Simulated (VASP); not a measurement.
TmHOs: single point with PBE

TmHOs:

```
CELL_PARAMETERS angstrom
3.25192 0.00000 0.00000
0.00000 3.25192 0.00000
0.00000 0.00000 3.55085
ATOMIC_POSITIONS crystal
Tm 0.50000 0.50000 0.50000
H 0.00000 0.00000 0.50000
Os 0.00000 0.00000 0.00000
```

```yaml
Program: VASP 6.6.1
Task: single point
Functional: PBE
Potentials_or_basis: VASP PAW PBE potentials, release 64 (Tm_3, H, Os), 4f in core
Cutoff: 600 eV
k_mesh: 10 × 10 × 10
Occupations: gaussian, width 0.1 eV
Spin: no spin polarisation
```

```
Pressure               : 16.9 GPa
Band gap on the k mesh : zero (bands 9 and 10 overlap by 2.60 eV)
```

Stress tensor (GPa, compression positive):
```
16.62  0.00  0.00
 0.00 16.62  0.00
 0.00  0.00 17.60
```

Levels at points of the mesh, in eV from the Fermi level:
```
           k point  band 5  band 6  band 7  band 8  band 9  band 10  band 11  band 12  band 13  band 14
(0.00, 0.00, 0.00)   -5.57   -3.88   -1.02   -1.02   -0.12     3.02     3.97     6.70     7.56     7.85
(0.50, 0.00, 0.00)   -3.06   -2.93   -1.42   -0.66   -0.32     0.68     1.91     1.98     2.45     6.08
(0.50, 0.50, 0.00)   -3.91   -2.86   -2.86    1.46    1.84     2.13     2.13     5.69     7.65     7.65
(0.00, 0.00, 0.50)   -3.97   -2.64   -1.03   -1.03   -0.62     0.30     0.35     3.57     3.57     6.29
(0.50, 0.00, 0.50)   -4.67   -4.50   -2.35   -1.77   -0.77     1.63     1.82     3.83     6.99     7.94
(0.50, 0.50, 0.50)   -2.21   -2.21   -2.05   -0.59   -0.59    -0.44     1.51     4.05     7.79     8.92
```

Run time: 37 s on 1 thread of Intel(R) Xeon(R) 6975P-C (Granite Rapids), on a shared host, peak memory 0.25 GiB.

Caveat: the cell stands under pressure; spin-orbit coupling is left out, which moves the levels of the heavy elements; the 4f electrons are frozen in the core, so they carry no moment and show no levels. Spin polarisation is off, so any magnetic state and its effect on volume and gap are missing.
